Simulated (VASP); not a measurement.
# NaCl (Cmmm) in VASP: further runs

NaCl is run at these levels: PBE, r2SCAN; tasks: single point.

Program: VASP 6.6.1. These are calculated values, not measurements. Logs are shortened: lines on timing, memory, paths and dates and some standing lists are left out, and cuts for length are marked.

**1. The cell of the first run**

The structure is orthorhombic, space group Cmmm (No. 65). Conventional cell: a = 4.803 Å, b = 4.982 Å, c = 3.460 Å, α = 90.00°, β = 90.00°, γ = 90.00°. Na (site symmetry mmm) has 8 Cl at 2.96 to 3.03 Å and 6 Na at 3.46 Å within 3.9 Å. Cl (site symmetry mmm) has 8 Na at 2.96 to 3.03 Å and 6 Cl at 3.46 Å within 3.9 Å.

**2. Single point, PBE (shear xy strain +3.6%)**

Contents of INCAR:

```
ALGO     = Normal         # electronic algorithm
EDIFF    = 1E-6           # SCF threshold, eV
ENCUT    = 520            # plane-wave cutoff, eV
GGA      = PE             # functional
ISIF     = 2              # what is computed and relaxed
ISMEAR   = -1             # smearing method
LASPH    = T              # aspherical terms in the spheres
LCHARG   = F              # write CHGCAR
LREAL    = F              # projectors in reciprocal space
LWAVE    = F              # write WAVECAR
NBANDS   = 14             # bands
NELM     = 100            # most SCF steps
PREC     = Accurate       # precision mode
SIGMA    = 0.02           # smearing width, eV
```

Contents of KPOINTS:

```
k-points
0
Gamma
  8 8 8
```

Contents of POSCAR:

```
NaCl
1.0
    3.4595457890      0.0631367106      0.0000000000
    0.0631367106      3.4595457890      0.0000000000
    0.0000000000      0.0000000000      3.4595457890
Na Cl
1 1
Direct
    0.0000000000      0.0000000000      0.0000000000
    0.5000000000      0.5000000000      0.5000000000
```

Potentials or basis: VASP PAW PBE potentials, release 64 (Na_pv, Cl).

The run is started by

```
$ cat potpaw_PBE.64/Na_pv/POTCAR potpaw_PBE.64/Cl/POTCAR > POTCAR
$ mpirun -np 1 vasp_std > vasp.out
```

OUTCAR:

```text
EDIFF = 1E-6
   ENCUT = 520
   GGA = PE
   ISIF = 2
   ISMEAR = -1
   LASPH = T
   LREAL = F
   NELM = 100
   PREC = Accurate

 ion  position               nearest neighbor table
   1  0.000  0.000  0.000-
   2  0.500  0.500  0.500-

  LATTYP: Found a base centered orthorhombic cell.
 ALAT       =     4.8032477820
 B/A-ratio  =     1.0371785077
 C/A-ratio  =     0.7202513687

  Lattice vectors:

 A1 = (  -0.0631367106,  -3.4595457890,   0.0000000000)
 A2 = (   3.4595457890,   0.0631367106,   0.0000000000)
 A3 = (   0.0000000000,   0.0000000000,   3.4595457890)

Analysis of symmetry for initial positions (statically):
=====================================================================
 Subroutine PRICEL returns:
 Original cell was already a primitive cell.

 Routine SETGRP: Setting up the symmetry group for a
 base centered orthorhombic supercell.

 Subroutine GETGRP returns: Found  8 space group operations
 (whereof  8 operations were pure point group operations)
 out of a pool of  8 trial point group operations.

The static configuration has the point symmetry D_2h.

Analysis of symmetry for dynamics (positions and initial velocities):
=====================================================================
 Subroutine PRICEL returns:
 Original cell was already a primitive cell.

 Routine SETGRP: Setting up the symmetry group for a
 base centered orthorhombic supercell.

 Subroutine GETGRP returns: Found  8 space group operations
 (whereof  8 operations were pure point group operations)
 out of a pool of  8 trial point group operations.

The dynamic configuration has the point symmetry D_2h.

 Subroutine INISYM returns: Found  8 space group operations
 (whereof  8 operations are pure point group operations),
 and found     1 'primitive' translations

----------------------------------------------------------------------------------------

                                     Primitive cell

  volume of cell :      41.3916

  direct lattice vectors                    reciprocal lattice vectors
     3.459545789  0.063136711  0.000000000     0.289151592 -0.005277017  0.000000000
     0.063136711  3.459545789  0.000000000    -0.005277017  0.289151592  0.000000000
     0.000000000  0.000000000  3.459545789     0.000000000  0.000000000  0.289055287

  length of vectors
     3.460121864  3.460121864  3.459545789     0.289199741  0.289199741  0.289055287

  position of ions in fractional coordinates (direct lattice)
     0.000000000  0.000000000  0.000000000
     0.500000000  0.500000000  0.500000000

  ion indices of the primitive-cell ions
   primitive index   ion index
                 1           1
                 2           2

----------------------------------------------------------------------------------------

 KPOINTS: k-points

Automatic generation of k-mesh.
 Grid dimensions read from file:
 generate k-points for:    8    8    8

 Generating k-lattice:

  Cartesian coordinates                     Fractional coordinates (reciprocal lattice)
     0.036143949 -0.000659627  0.000000000     0.125000000  0.000000000  0.000000000
    -0.000659627  0.036143949  0.000000000     0.000000000  0.125000000  0.000000000
     0.000000000  0.000000000  0.036131911     0.000000000  0.000000000  0.125000000

  Length of vectors
     0.036149968  0.036149968  0.036131911

  Shift w.r.t. Gamma in fractional coordinates (k-lattice)
     0.000000000  0.000000000  0.000000000

 Subroutine IBZKPT returns following result:
 ===========================================

 Found    105 irreducible k-points:

 Following reciprocal coordinates:
            Coordinates               Weight
  0.000000  0.000000  0.000000      1.000000
  0.125000  0.000000  0.000000      4.000000
  0.250000  0.000000  0.000000      4.000000
  0.375000  0.000000  0.000000      4.000000
  0.500000  0.000000  0.000000      2.000000
  0.125000  0.125000  0.000000      2.000000
[... 16 lines left out ...]
  0.125000  0.000000  0.125000      8.000000
  0.250000  0.000000  0.125000      8.000000
 [... further k-points ...]
   k-points           NKPTS =    105   k-points in BZ     NKDIM =    105   number of bands    NBANDS=     14
   number of dos      NEDOS =    301   number of ions     NIONS =      2
   total plane-waves  NPLWV =  21952
   dimension x,y,z NGX =    28 NGY =   28 NGZ =   28
   dimension x,y,z NGXF=    56 NGYF=   56 NGZF=   56
   ions per type =               1   1
   NGX,Y,Z   is equivalent  to a cutoff of  13.45, 13.45, 13.46 a.u.
   NGXF,Y,Z  is equivalent  to a cutoff of  26.91, 26.91, 26.91 a.u.
 SYSTEM =  unknown system
   PREC   = accura    normal or accurate (medium, high low for compatibility)
   ISTART =      0    job   : 0-new  1-cont  2-samecut
   ICHARG =      2    charge: 1-file 2-atom 10-const
   ISPIN  =      1    spin polarized calculation?
   LNONCOLLINEAR =      F non collinear calculations
   LSORBIT =      F    spin-orbit coupling
   LASPH  =      T    aspherical Exc in radial PAW
   ENCUT  =  520.0 eV  38.22 Ry    6.18 a.u.   6.43  6.43  6.43*2*pi/ulx,y,z
   NELM   =    100;   NELMIN=  2; NELMDL= -5     # of ELM steps
   EDIFF  = 0.1E-05   stopping-criterion for ELM
   LREAL  =      F    real-space projection
   EDIFFG = 0.1E-04   stopping-criterion for IOM
   NSW    =      0    number of steps for IOM
   IBRION =     -1    ionic relax: 0-MD 1-quasi-New 2-CG
   NFREE  =      0    steps in history (QN), initial steepest desc. (CG)
   ISIF   =      2    stress and relaxation
   ISYM   =      2    0-nonsym 1-usesym 2-fastsym
   POTIM  = 0.5000    time-step for ionic-motion
   TEBEG  =    0.0;   TEEND  =   0.0 temperature during run
   PSTRESS=    0.0 pullay stress
   NELECT =      14.0000    total number of electrons
   NUPDOWN=      -1.0000    fix difference up-down
   EMIN   =  10.00;   EMAX   =-10.00  energy-range for DOS
   EFERMI =   0.00;   METHOD = LEGACY
   ISMEAR =    -1;   SIGMA  =   0.02  broadening in eV -4-tet -1-fermi 0-gaus
   EFERMI_NEDOS =   21; number of points for ismear=-14 and -15
   IALGO  =     38    algorithm
   IMIX   =      4    mixing-type and parameters
     AMIX     =   0.40;   BMIX     =  1.00
     AMIX_MAG =   1.60;   BMIX_MAG =  1.00
  volume/ion in A,a.u.               =      20.70       139.66
  Fermi-wavevector in a.u.,A,eV,Ry     =   1.140635  2.155487 17.701832  1.301048
  Thomas-Fermi vector in A             =   2.277337
   LORBIT       =      0    0 simple, 1 ext, 2 COOP (PROOUT), +10 PAW based schemes
   GGA     = PE    functional components
   LHFCALC =     F    Hartree Fock is set to
   AEXX    =    0.0000 exact exchange contribution
   IVDW    =     0    specifies the selected vdW correction
   LEPSILON=     F    determine dielectric tensor
   LRPA    =     F    only Hartree local field effects (RPA)
 non-spin polarized calculation
  energy-cutoff  :      520.00
  volume of cell :       41.39
 maximum number of plane-waves:      1131
 NGX is ok and might be reduce to    28
   NGX = 13   NGY = 13   NGZ = 13

 number of electron      13.9999999 magnetization

 Free energy of the ion-electron system (eV)
  ---------------------------------------------------
  ext. energy  EPLUGINS =         0.00000000
  ---------------------------------------------------
  free energy    TOTEN  =        -6.46289542 eV

  energy without entropy =       -6.46289542  energy(sigma->0) =       -6.46289542

 E-fermi :   1.1711     XC(G=0):  -8.5934

 val. band max:        0.6832502941   @ k =   0.5000   0.5000   0.0000
 cond. band min:       4.7948286334   @ k =   0.0000   0.0000   0.0000
 fundamental gap:      4.1115783393
 Fermi energy:         1.1710823682

 k-point     1 :       0.0000    0.0000    0.0000
  band No.  band energies     occupation
      1     -21.3514      2.00000
      2     -21.3481      2.00000
      3     -21.3454      2.00000
      4     -12.8221      2.00000
      5       0.1126      2.00000
      6       0.1630      2.00000
      7       0.2173      2.00000
      8       4.7948      0.00000
      9       9.2238      0.00000
     10       9.2360      0.00000
     11      16.4838      0.00000
     12      16.5939      0.00000
     13      16.6517      0.00000
     14      16.7307      0.00000

 k-point     2 :       0.1250    0.0000    0.0000
  band No.  band energies     occupation
      1     -21.3564      2.00000
      2     -21.3475      2.00000
      3     -21.3467      2.00000
      4     -12.7682      2.00000
      5      -0.3579      2.00000
      6       0.1974      2.00000
      7       0.2033      2.00000
      8       5.2540      0.00000
      9       9.4015      0.00000
     10       9.5987      0.00000
     11      15.1379      0.00000
     12      15.2046      0.00000
     13      16.3248      0.00000
     14      16.8554      0.00000

 k-point     3 :       0.2500    0.0000    0.0000
  band No.  band energies     occupation
      1     -21.3723      2.00000
      2     -21.3460      2.00000
      3     -21.3460      2.00000
      4     -12.6329      2.00000
      5      -1.3363      2.00000
      6       0.2828      2.00000
      7       0.2835      2.00000
      8       6.1706      0.00000
      9       9.9094      0.00000
     10      10.1747      0.00000
     11      13.8378      0.00000
     12      13.8526      0.00000
     13      16.0605      0.00000
     14      16.5579      0.00000
[... 324 lines left out ...]
 k-point    23 :       0.1250    0.0000    0.1250
  band No.  band energies     occupation
      1     -21.3560      2.00000
      2     -21.3539      2.00000
      3     -21.3461      2.00000
      4     -12.7161      2.00000
      5      -0.4101      2.00000
      6      -0.1941      2.00000
      7       0.2386      2.00000
      8       5.6845      0.00000
      9       9.6416      0.00000
     10       9.8566      0.00000
     11      14.0668      0.00000
     12      14.9772      0.00000
     13      15.8784      0.00000
     14      16.7498      0.00000

 k-point    24 :       0.2500    0.0000    0.1250
  band No.  band energies     occupation
      1     -21.3714      2.00000
      2     -21.3524      2.00000
      3     -21.3454      2.00000
      4     -12.5855      2.00000
      5      -1.2743      2.00000
      6      -0.1549      2.00000
      7       0.3198      2.00000
      8       6.5476      0.00000
      9       9.9618      0.00000
     10      10.4036      0.00000
     11      12.9891      0.00000
     12      13.9241      0.00000
     13      15.8508      0.00000
     14      16.3939      0.00000

 [... further k-points ...]

------------------------ aborting loop because EDIFF is reached ----------------------------------------

  FORCE on cell =-STRESS in cart. coord.  units (eV):
  Direction    XX          YY          ZZ          XY          YZ          ZX
  --------------------------------------------------------------------------------------
  -------------------------------------------------------------------------------------
  Total        0.2948182      0.2948182      0.2951914      0.0108796      0.0000000      0.0000000
  in kB       11.4117522     11.4117522     11.4261980      0.4211256      0.0000000      0.0000000
  external PRESSURE =      11.4165675 kB  Pullay stress =       0.0000000 kB

 VOLUME and BASIS-vectors are now :
 -----------------------------------------------------------------------------
  energy-cutoff  :      520.00
  volume of cell :       41.39
      direct lattice vectors                 reciprocal lattice vectors
     3.459545789  0.063136711  0.000000000     0.289151592 -0.005277017  0.000000000
     0.063136711  3.459545789  0.000000000    -0.005277017  0.289151592  0.000000000
     0.000000000  0.000000000  3.459545789     0.000000000  0.000000000  0.289055287

 POSITION                                       TOTAL-FORCE (eV/Angst)
 -----------------------------------------------------------------------------------
      0.00000      0.00000      0.00000         0.000000      0.000000      0.000000
      1.76134      1.76134      1.72977        -0.000000      0.000000      0.000000
 -----------------------------------------------------------------------------------
    total drift:                               -0.000000      0.000000      0.000000

  FREE ENERGIE OF THE ION-ELECTRON SYSTEM (eV)
  ---------------------------------------------------
  free  energy   TOTEN  =        -6.4628954218 eV

  energy  without entropy=       -6.4628954218  energy(sigma->0) =       -6.46289542
```

Wall time 34 s (1 thread of Intel Xeon 6975P-C (Granite Rapids), shared host); peak memory 0.18 GiB.

Results:

- Free energy: -6.4629 eV
- Pressure: 1.1 GPa
- Band gap on the k mesh: 4.11 eV, indirect (least direct gap 4.58 eV)

Levels at points of the mesh, in eV from the valence-band top:
```csv
k point,band 3,band 4,band 5,band 6,band 7,band 8,band 9,band 10,band 11,band 12
"(0.00, 0.00, 0.00)",-22.03,-13.51,-0.57,-0.52,-0.47,4.11,8.54,8.55,15.80,15.91
"(0.50, 0.00, 0.00)",-22.03,-13.11,-3.10,-0.28,-0.27,7.04,8.83,10.48,11.94,11.99
"(0.50, 0.50, 0.00)",-22.02,-12.82,-2.43,-2.34,0.00,5.55,9.96,11.07,11.50,12.59
"(0.00, 0.00, 0.50)",-22.02,-13.11,-3.10,-0.33,-0.21,7.05,8.82,10.51,11.88,12.01
"(0.50, 0.00, 0.50)",-22.02,-12.82,-2.39,-2.39,0.00,5.55,9.95,11.27,11.29,12.65
"(0.50, 0.50, 0.50)",-22.06,-12.52,-1.99,-1.96,-1.92,6.96,7.13,7.30,11.96,15.96
```

Caveat: the cell differs from its parent crystal (shear xy strain +3.6%). A k mesh can miss the band edges.

(Continued in part 2 of 2.)
